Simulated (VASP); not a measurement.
**Cr: single point with PBEsol**

The system is Cr.

```xyz
1
Lattice="-1.4200 1.4200 1.4200 1.4200 -1.4200 1.4200 1.4200 1.4200 -1.4200" Properties=species:S:1:pos:R:3 pbc="T T T"
Cr    0.0000    0.0000    0.0000
```

* Program: VASP 6.6.1
* Task: single point
* Functional: PBEsol
* Potentials or basis: VASP PAW PBE potentials, release 64 (Cr_pv)
* Cutoff: 520 eV
* k mesh: 8 × 8 × 8
* Occupations: gaussian, width 0.1 eV
* Spin: collinear spin, ferromagnetic start
* Starting moments: [3.0] μB
* Dipole correction: no
* Further INCAR settings: ALGO = Fast; EDIFF = 1e-07; NBANDS = 16

* Pressure: -7.1 GPa
* Band gap on the k mesh: zero (filled and empty bands overlap)
* Net moment: 0.00 μB per cell
* Valence electrons inside the program's atomic spheres: Cr 11.07

Levels at points of the mesh, in eV from the Fermi level:
Spin up:
```csv
k point,band 2,band 3,band 4,band 5,band 6,band 7,band 8,band 9,band 10,band 11
"(0.00, 0.00, 0.00)",-42.42,-42.42,-7.73,-0.76,-0.76,-0.76,1.29,1.29,7.22,22.55
"(0.50, 0.00, 0.00)",-42.72,-42.42,-4.32,-2.33,1.30,1.31,1.63,3.05,7.22,10.19
"(0.50, 0.50, 0.50)",-43.07,-43.07,-4.23,-4.23,2.65,2.65,2.65,7.22,10.83,10.83
```
Spin down:
```
           k point  band 2  band 3  band 4  band 5  band 6  band 7  band 8  band 9  band 10  band 11
(0.00, 0.00, 0.00)  -42.42  -42.42   -7.73   -0.76   -0.76   -0.76    1.29    1.29     7.22    22.55
(0.50, 0.00, 0.00)  -42.72  -42.42   -4.32   -2.33    1.30    1.31    1.63    3.05     7.22    10.19
(0.50, 0.50, 0.50)  -43.07  -43.07   -4.23   -4.23    2.65    2.65    2.65    7.22    10.83    10.83
```

It took 11 s on 1 thread of AMD EPYC 7R13 Processor (Zen 3), on a shared host, peak memory 0.1 GiB.

Caveat: the k points lie up to 0.39 Å⁻¹ apart; the starting moments collapsed, and a magnetic state may lie lower; the PAW data sets were made with another functional, which shifts forces and pressure a little.
